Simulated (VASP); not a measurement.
Here is a VASP 6.6.1 calculation.

Contents of INCAR:

```
PREC     = Accurate       # precision mode
ENCUT    = 520            # plane-wave cutoff, eV
EDIFF    = 1E-6           # SCF threshold, eV
ISMEAR   = 0              # smearing method
SIGMA    = 0.04           # smearing width, eV
LREAL    = False          # projectors in reciprocal space
LASPH    = True           # aspherical terms in the spheres
NELM     = 120            # most SCF steps
ALGO     = Normal         # electronic algorithm
ISIF     = 2              # what is computed and relaxed
LWAVE    = False          # write WAVECAR
LCHARG   = False          # write CHGCAR
LDIPOL   = True         
IDIPOL   = 3            
DIPOL    = 0.5 0.5 0.619
GGA      = PS             # functional
IVDW     = 13             # dispersion correction
NBANDS   = 11             # bands
GGA_COMPAT= False        
NELMDL   = -8
```

KPOINTS

```
Automatic mesh
0
Gamma
  15 15 1
```

The input POSCAR:

```
C
1.0
    2.4568680548      0.0000000000      0.0000000000
   -1.2284340274      2.1277101492      0.0000000000
    0.0000000000      0.0000000000     20.8454577629
C
2
Direct
    0.3333333333      0.6666666667      0.6199350585
    1.0000000000      0.0000000000      0.6188543147
```

Potentials or basis: VASP PAW PBE potentials, release 64 (C).

Command:

```sh
$ cat potpaw_PBE.64/C/POTCAR > POTCAR
$ mpirun -np 1 vasp_std > vasp.out
```

Problem. What does it give for the band gap on the k mesh?

Solution. Zero (filled and empty bands touch).

Problem. Estimate the dispersion energy per atom.

Solution. -0.049 eV.

Forces on the atoms (eV/Å):
```
C    0.000  0.000 -0.381
C    0.000  0.000  0.381
```

Caveat: the PAW data sets were made with another functional, which shifts forces and pressure a little.
